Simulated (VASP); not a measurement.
# Ti: relaxation of cell and atoms with PBEsol

Ti:

```xyz
3
Lattice="4.5674 0.0000 0.0000 -2.2837 3.9555 0.0000 0.0000 0.0000 2.8262" Properties=species:S:1:pos:R:3 pbc="T T T"
Ti    2.2837    1.3185    1.4131
Ti    0.0000    2.6370    1.4131
Ti    0.0000    0.0000    0.0000
```

This isn't the form of Ti at room conditions, which is hcp.

```yaml
Program: VASP 6.6.1
Task: relaxation of cell and atoms
Functional: PBEsol
Potentials_or_basis: VASP PAW PBE potentials, release 64 (Ti_sv)
Cutoff: 600 eV
k_mesh: 7 × 7 × 9
Occupations: fermi-dirac, width 0.05 eV
Spin: no spin polarisation
Target_pressure: 10 GPa
Dipole_correction: no
Further_INCAR_settings: ALGO = Normal; EDIFF = 1e-06; IBRION = 2; EDIFFG = -0.005; NSW = 80; ISIF = 3
```

```
Relaxed volume                                             : 15.27 Å³/atom
Relaxed cell                                               : a = 4.399 Å, b = 4.399 Å, c = 2.733 Å, α = 90.00°, β = 90.00°, γ = 120.00°
Space group after relaxing (to 0.1 Å)                      : P6/mmm (No. 191)
Energy change on relaxing (the run minimises the enthalpy) : +26.8 meV/atom
Ionic steps                                                : 10
Pressure after relaxing                                    : 10.0 GPa
Band gap on the k mesh                                     : zero (bands 18 and 19 overlap by 0.37 eV)
```

Step by step:
```
step  energy change (eV)  largest force (eV/Å)  pressure (GPa)  volume (Å³)
   1              0.0000                0.0000           -3.89        51.06
   2              0.6779                0.0000           30.67        40.91
   3              0.0746                0.0000            9.68        45.90
   4              0.0807                0.0000            9.97        45.81
   5              0.0871                0.0000           10.31        45.70
   6              0.0758                0.0000            9.70        45.88
   7              0.0781                0.0000            9.84        45.84
   8              0.0820                0.0000           10.03        45.78
   9              0.0811                0.0000           10.06        45.79
  10              0.0803                0.0000           10.02        45.81
```

Final structure:
```
Ti
1.0
     4.39911    0.00000    0.00000
    -2.19956    3.80974    0.00000
     0.00000    0.00000    2.73314
Ti
3
Direct
  0.66667 0.33333 0.50000
  0.33333 0.66667 0.50000
  0.00000 0.00000 0.00000
```

Levels at points of the mesh, in eV from the Fermi level:
```csv
k point,band 15,band 16,band 17,band 18,band 19,band 20,band 21,band 22
"(0.00, 0.00, 0.00)",-0.72,-0.72,-0.63,-0.63,0.00,0.76,1.43,1.43
```

It took 2.7 min on 1 thread of Intel(R) Xeon(R) 6975P-C (Granite Rapids) (shared host), peak memory 0.21 GiB.

Caveat: the cell is relaxed towards a set pressure, so the run minimises the enthalpy, not the energy; the PAW data sets were made with another functional, which shifts forces and pressure a little.
